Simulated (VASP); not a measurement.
Wanted: the native input for a VASP 6.6.1 run.

* Task: single point
* Functional: PBE
* Potentials or basis: VASP PAW PBE potentials, release 64 (H, Mo_sv)
* Cutoff: 520 eV
* k mesh: 6 × 6 × 6
* Occupations: gaussian, width 0.1 eV
* Spin: no spin polarisation
* Dipole correction: no
* Further INCAR settings: ALGO = Normal; EDIFF = 1e-07; NBANDS = 17

The structure of MoH4 lies in POSCAR:

```
MoH4
1.0
   -2.5371941600      2.5371941600      2.5371941600
    2.5371941600     -2.5371941600      2.5371941600
    2.5371941600      2.5371941600     -2.5371941600
H Mo
4 1
Direct
    0.0000000000      0.0000000000      0.7463128600
    0.7463128600      0.0000000000      0.0000000000
    0.0000000000      0.7463128600      0.0000000000
    0.2536871400      0.2536871400      0.2536871400
    0.0000000000      0.0000000000      0.0000000000
```

The input as run:

INCAR

```
SYSTEM = MoH4
  PREC = Accurate
  ENCUT = 520
  EDIFF = 1E-7
  ISMEAR = 0
  SIGMA = 0.1
  LREAL = .FALSE.
  LASPH = .TRUE.
  NELM = 60
  ALGO = Normal
  ISIF = 2
  LWAVE = .FALSE.
  LCHARG = .FALSE.
  GGA = PE
  NBANDS = 17
```

KPOINTS

```
regular mesh
0
G
  6 6 6
  0 0 0
```

Potentials or basis: VASP PAW PBE potentials, release 64 (H, Mo_sv).

Launch:

```bash
$ cat potpaw_PBE.64/H/POTCAR potpaw_PBE.64/Mo_sv/POTCAR > POTCAR
$ mpirun -np 1 vasp_std > vasp.out
```

Results of the run:

```
Pressure               : 96.6 GPa
Largest force          : 27.279 eV/Å
Band gap on the k mesh : zero (band 9 reaches 0.59 eV, above the bottom of band 10 at -0.25 eV)
```

Caveat: forces of over 1 eV/Å act on the atoms, so gaps and moduli don't describe the material at rest.

Wall time 9.3 s on 1 thread of Intel(R) Xeon(R) 6975P-C (Granite Rapids), with other jobs on the host, peak memory 0.19 GiB.
